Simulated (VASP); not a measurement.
GeS3:

```
Ge S
1.0
    -2.84083    2.84083    2.84083
     2.84083   -2.84083    2.84083
     2.84083    2.84083   -2.84083
Ge S
1 3
Cartesian
  0.0000 0.0000 0.0000
  2.8408 0.0000 0.0000
  0.0000 2.8408 0.0000
  0.0000 0.0000 2.8408
```

```yaml
Program: VASP 6.6.1
Task: relaxation of cell and atoms
Functional: PBE
Potentials_or_basis: VASP PAW PBE potentials, release 64 (Ge_d, S)
Cutoff: 600 eV
k_mesh: 4 × 4 × 4
Occupations: gaussian, width 0.1 eV
Spin: no spin polarisation
```

At the start: pressure -8.3 GPa; volume 22.93 Å³/atom.

Problem. How do energy, volume and symmetry change on relaxing?

Solution. Over 3 steps the energy falls by 127.3 meV/atom and the volume is 18.69 Å³/atom (-18.5 %); space group Im-3m (No. 229, to 0.05 Å).

Step by step:
| step | energy change (eV) | largest force (eV/Å) | pressure (GPa) | volume (Å³) |
| --- | --- | --- | --- | --- |
| 1 | 0.0000 | 0.0000 | -8.28 | 91.71 |
| 2 | -0.4993 | 0.0000 | -1.60 | 76.86 |
| 3 | -0.5093 | 0.0000 | 0.12 | 74.77 |

Final structure:
```
CELL_PARAMETERS angstrom
-2.65389 2.65389 2.65389
2.65389 -2.65389 2.65389
2.65389 2.65389 -2.65389
ATOMIC_POSITIONS crystal
Ge 0.00000 0.00000 0.00000
S 0.00000 0.50000 0.50000
S 0.50000 0.00000 0.50000
S 0.50000 0.50000 0.00000
```

Caveat: the k points lie up to 0.42 Å⁻¹ apart in the final cell; the volume moved by over 15 % at a fixed basis, so the end points are rough.
